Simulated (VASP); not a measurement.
Input of a VASP 6.6.1 run:

File INCAR:

```
SYSTEM = Zn
PREC = Accurate
ENCUT = 600
EDIFF = 1E-6
ISMEAR = 1
SIGMA = 0.1
LREAL = .False.
LASPH = .True.
NELM = 80
ALGO = Normal
ISIF = 3
LWAVE = .False.
LCHARG = .False.
GGA = PE
IBRION = 2
NSW = 80
EDIFFG = -0.03
```

File KPOINTS:

```
regular mesh
0
Gamma
  18 18 18
  0 0 0
```

POSCAR

```
Zn
1.0
    1.5650000000      1.5650000000      1.5650000000
   -1.5650000000      1.5650000000      1.5650000000
   -1.5650000000     -1.5650000000      1.5650000000
Zn
1
Direct
    0.0000000000      0.0000000000      0.0000000000
```

Potentials or basis: VASP PAW PBE potentials, release 64 (Zn).

Run with:

```bash
$ cat potpaw_PBE.64/Zn/POTCAR > POTCAR
$ mpirun -np 1 vasp_std > vasp.out
```

(1) What does it give for the band gap on the k mesh?

(2) What does it give for the relaxed volume?

Answers

(1) zero (band 6 reaches 7.29 eV, above the bottom of band 7 at 2.11 eV).

(2) 15.42 Å³/atom.
